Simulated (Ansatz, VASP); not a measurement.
One calculation of TiB2, two programs

The input POSCAR:

```
TiB2
1.0
    3.1579068305      0.0000000000      0.0000000000
   -1.5789534152      2.7348275380      0.0000000000
    0.0000000000      0.0000000000      3.4736975135
Ti B
1 2
Direct
    0.0000000000      0.0000000000      0.0000000000
    0.3333333333      0.6666666667      0.5000000000
    0.6666666667      0.3333333333      0.5000000000
```

The input INCAR.step1:

```
PREC = Accurate
ENCUT = 600
ISMEAR = -1
SIGMA = 0.08
LREAL = False
LASPH = True
NELM = 100
GGA = PE
ALGO = Normal
EDIFF = 1E-4
LWAVE = True
LCHARG = False
```

The input INCAR.step2:

```
PREC = Accurate
ENCUT = 600
EDIFF = 1E-6
ISMEAR = -1
SIGMA = 0.08
LREAL = False
LASPH = True
NELM = 100
ALGO = Normal
ISIF = 3
LWAVE = False
LCHARG = False
METAGGA = R2SCAN
LMIXTAU = True
IBRION = 2
NSW = 60
EDIFFG = -0.005
ISTART = 1
```

The input KPOINTS:

```
regular mesh
0
Gamma
  12 12 10
```

Input for Ansatz:

```yaml
crystal:
  lattice:
    - [3.1579068305, 0.0, 0.0]
    - [-1.5789534152, 2.734827538, 0.0]
    - [0.0, 0.0, 3.4736975135]
  atoms:
    - { symbol: Ti, position: [0.0, 0.0, 0.0] }
    - { symbol: B, position: [0.3333333333, 0.6666666667, 0.5] }
    - { symbol: B, position: [0.6666666667, 0.3333333333, 0.5] }
kpoints:
  mp_grid: { grid: [12, 12, 10] }
scf:
  occupations: { method: fermi_dirac, width: 0.08 }
hamiltonian:
  xc: r2scan
  pseudopotentials: { kind: paw }
output:
  forces: true
  stress: true
relax:
  f_tol: 0.005
  max_steps: 40
  cell: {}
```

Alike in both runs: task relaxation of cell and atoms; functional r2SCAN; k mesh 12 × 12 × 10; occupations fermi-dirac, width 0.08 eV; no spin polarisation.

|  | VASP | Ansatz |
| --- | --- | --- |
| version | VASP 6.6.1 | Ansatz 0.2.0 |
| potentials or method | VASP PAW PBE potentials, release 64 (Ti_sv, B) | PAW with Ansatz's default frozen-core files, scalar-relativistic |
| plane-wave cutoff (eV) | 600 | 500 |
| valence electrons in the cell | 18 | 18 |

```csv
,VASP,Ansatz,Ansatz less VASP
relaxed volume (Å³/atom),8.54,8.51,-0.028
relaxed cell length with the largest relative difference (Å),3.228,3.223,-0.0052
```

VASP's potentials were made for PBE, not for r2SCAN.
